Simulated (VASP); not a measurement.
# In (P-1) in VASP: single point with PBE

Aim: the single point of In with PBE.

Everything below comes from runs of VASP 6.6.1. Logs are shortened: lines on timing, memory, paths and dates and some standing lists are left out, and cuts for length are marked.

### 1 The cell of the first run

The typed cell holds 1 atom: a = 3.197 Å, b = 3.228 Å, c = 3.316 Å, α = 108.93°, β = 107.15°, γ = 110.43°.

### 2 Single point, PBE (the cell strained at random)

Contents of INCAR:

```
SYSTEM = In
ALGO     = Normal         ! electronic algorithm
EDIFF    = 1E-6           ! SCF threshold, eV
ENCUT    = 520            ! plane-wave cutoff, eV
GGA      = PE             ! functional
ISIF     = 2              ! what is computed and relaxed
ISMEAR   = 0              ! smearing method
LASPH    = .True.         ! aspherical terms in the spheres
LCHARG   = .False.        ! write CHGCAR
LREAL    = .False.        ! projectors in reciprocal space
LWAVE    = .False.        ! write WAVECAR
NBANDS   = 12             ! bands
NELM     = 100            ! most SCF steps
PREC     = Accurate       ! precision mode
SIGMA    = 0.1            ! smearing width, eV
```

Contents of KPOINTS:

```
k-points
0
Gamma
  14 14 14
  0 0 0
```

Contents of POSCAR:

```
In
1.0
   -1.8346526231      1.8826193663      1.8190653142
    1.8641706189     -1.8804732875      1.8464372311
    1.9386056669      1.9844263312     -1.8169192354
In
1
Direct
    0.0000000000      0.0000000000      0.0000000000
```

Potentials or basis: VASP PAW PBE potentials, release 64 (In_d).

Run with:

```sh
> cat potpaw_PBE.64/In_d/POTCAR > POTCAR
> mpirun -np 1 vasp_std > vasp.out
```

OUTCAR:

```text
SYSTEM = In
   EDIFF = 1E-6
   ENCUT = 520
   GGA = PE
   ISIF = 2
   ISMEAR = 0
   LASPH = .True.
   LREAL = .False.
   NELM = 100
   PREC = Accurate

 ion  position               nearest neighbor table
   1  0.000  0.000  0.000-

  LATTYP: Found a triclinic cell.
 ALAT       =     6.2746139577
 B/A-ratio  =     0.6165229108
 C/A-ratio  =     0.5841988128
 COS(alpha) =     0.0013563884
 COS(beta)  =     0.2885566377
 COS(gamma) =     0.9087556277

  Lattice vectors:

 A1 = (   1.7306995793,  -5.7496650638,  -1.8212113930)
 A2 = (  -0.1039530438,  -3.8670456975,  -0.0021460788)
 A3 = (  -0.0295179958,  -0.0021460788,  -3.6655025453)

Analysis of symmetry for initial positions (statically):
=====================================================================
 Subroutine PRICEL returns:
 Original cell was already a primitive cell.

 Routine SETGRP: Setting up the symmetry group for a
 triclinic supercell.

 Subroutine GETGRP returns: Found  2 space group operations
 (whereof  2 operations were pure point group operations)
 out of a pool of  2 trial point group operations.

The static configuration has the point symmetry S_2 .

Analysis of symmetry for dynamics (positions and initial velocities):
=====================================================================
 Subroutine PRICEL returns:
 Original cell was already a primitive cell.

 Routine SETGRP: Setting up the symmetry group for a
 triclinic supercell.

 Subroutine GETGRP returns: Found  2 space group operations
 (whereof  2 operations were pure point group operations)
 out of a pool of  2 trial point group operations.

The dynamic configuration has the point symmetry S_2 .

 Subroutine INISYM returns: Found  2 space group operations
 (whereof  2 operations are pure point group operations),
 and found     1 'primitive' translations

----------------------------------------------------------------------------------------

                                     Primitive cell

  volume of cell :      26.9300

  direct lattice vectors                    reciprocal lattice vectors
[... 79 lines left out ...]
   ISPIN  =      1    spin polarized calculation?
   LNONCOLLINEAR =      F non collinear calculations
   LSORBIT =      F    spin-orbit coupling
   LASPH  =      T    aspherical Exc in radial PAW
   ENCUT  =  520.0 eV  38.22 Ry    6.18 a.u.   5.94  6.00  6.17*2*pi/ulx,y,z
   NELM   =    100;   NELMIN=  2; NELMDL= -5     # of ELM steps
   EDIFF  = 0.1E-05   stopping-criterion for ELM
   LREAL  =      F    real-space projection
   EDIFFG = 0.1E-04   stopping-criterion for IOM
   NSW    =      0    number of steps for IOM
   IBRION =     -1    ionic relax: 0-MD 1-quasi-New 2-CG
   NFREE  =      0    steps in history (QN), initial steepest desc. (CG)
   ISIF   =      2    stress and relaxation
   ISYM   =      2    0-nonsym 1-usesym 2-fastsym
   POTIM  = 0.5000    time-step for ionic-motion
   TEBEG  =    0.0;   TEEND  =   0.0 temperature during run
   PSTRESS=    0.0 pullay stress
   NELECT =      13.0000    total number of electrons
   NUPDOWN=      -1.0000    fix difference up-down
   EMIN   =  10.00;   EMAX   =-10.00  energy-range for DOS
   EFERMI =   0.00;   METHOD = LEGACY
   ISMEAR =     0;   SIGMA  =   0.10  broadening in eV -4-tet -1-fermi 0-gaus
   EFERMI_NEDOS =   21; number of points for ismear=-14 and -15
   IALGO  =     38    algorithm
   IMIX   =      4    mixing-type and parameters
     AMIX     =   0.40;   BMIX     =  1.00
     AMIX_MAG =   1.60;   BMIX_MAG =  1.00
  volume/ion in A,a.u.               =      26.93       181.73
  Fermi-wavevector in a.u.,A,eV,Ry     =   1.284232  2.426847 22.439441  1.649252
  Thomas-Fermi vector in A             =   2.416438
   LORBIT       =      0    0 simple, 1 ext, 2 COOP (PROOUT), +10 PAW based schemes
   GGA     = PE    functional components
   LHFCALC =     F    Hartree Fock is set to
   AEXX    =    0.0000 exact exchange contribution
   IVDW    =     0    specifies the selected vdW correction
   LEPSILON=     F    determine dielectric tensor
   LRPA    =     F    only Hartree local field effects (RPA)
 non-spin polarized calculation
 Gauss-broadening in eV      SIGMA  =   0.10
  energy-cutoff  :      520.00
  volume of cell :       26.93
 maximum number of plane-waves:       743
   NGX = 11   NGY = 13   NGZ = 13

 number of electron      13.0000001 magnetization

 Free energy of the ion-electron system (eV)
  ---------------------------------------------------
  ext. energy  EPLUGINS =         0.00000000
  ---------------------------------------------------
  free energy    TOTEN  =        -2.54456948 eV

  energy without entropy =       -2.54207550  energy(sigma->0) =       -2.54332249

 E-fermi :   7.1951     XC(G=0): -10.1165

 val. band max:        7.1939283788   @ k =   0.4286   0.2143   0.2143
 cond. band min:       7.1961314748   @ k =   0.2857  -0.0714   0.2857
 fundamental gap:      0.0022030960
 Fermi energy:         7.1950925170

 k-point     1 :       0.0000    0.0000    0.0000
  band No.  band energies     occupation
      1      -7.4980      2.00000
      2      -7.4757      2.00000
      3      -7.3960      2.00000
      4      -7.2122      2.00000
      5      -7.1792      2.00000
      6      -2.1458      2.00000
      7      16.9202      0.00000
      8      18.2096      0.00000
      9      18.4752      0.00000
     10      20.0122      0.00000
     11      20.3250      0.00000
     12      20.6810      0.00000
[... 331 lines left out ...]
 k-point    24 :       0.0714    0.1429   -0.0000
  band No.  band energies     occupation
      1      -7.5049      2.00000
      2      -7.4470      2.00000
      3      -7.3208      2.00000
      4      -7.2073      2.00000
      5      -7.1962      2.00000
      6      -1.3268      2.00000
      7      13.3316      0.00000
      8      14.8150      0.00000
      9      15.4169      0.00000
     10      18.4141      0.00000
     11      19.8459      0.00000
     12      20.6091      0.00000

 [... further k-points ...]
[... 5 lines left out ...]
  --------------------------------------------------------------------------------------
  -------------------------------------------------------------------------------------
  Total        0.2313875      0.2067329      0.1541070     -0.1192164      0.0038221     -0.0152418
  in kB       13.7661752     12.2993763      9.1684475     -7.0926654      0.2273912     -0.9067934
  external PRESSURE =      11.7446663 kB  Pullay stress =       0.0000000 kB

 VOLUME and BASIS-vectors are now :
 -----------------------------------------------------------------------------
  energy-cutoff  :      520.00
  volume of cell :       26.93
      direct lattice vectors                 reciprocal lattice vectors
    -1.834652623  1.882619366  1.819065314    -0.009188642  0.258690988  0.272736425
     1.864170619 -1.880473288  1.846437231     0.261060361 -0.007168003  0.270715787
     1.938605667  1.984426331 -1.816919235     0.256102099  0.251712089 -0.002209742

 POSITION                                       TOTAL-FORCE (eV/Angst)
 -----------------------------------------------------------------------------------
      0.00000      0.00000      0.00000         0.000000      0.000000      0.000000
 -----------------------------------------------------------------------------------
    total drift:                               -0.000000     -0.000000      0.000000

  FREE ENERGIE OF THE ION-ELECTRON SYSTEM (eV)
  ---------------------------------------------------
  free  energy   TOTEN  =        -2.5445694850 eV

  energy  without entropy=       -2.5420754980  energy(sigma->0) =       -2.54332249
```

It took 2.3 min on 1 thread of Intel Xeon Platinum 8488C (Sapphire Rapids), shared host; peak memory 0.5 GiB.

What came out:

```
Free energy : -2.5446 eV
Pressure    : 1.2 GPa
```

Caveat: the cell differs from its parent crystal (the cell strained at random); spin-orbit coupling is left out, which moves the levels of the heavy elements.
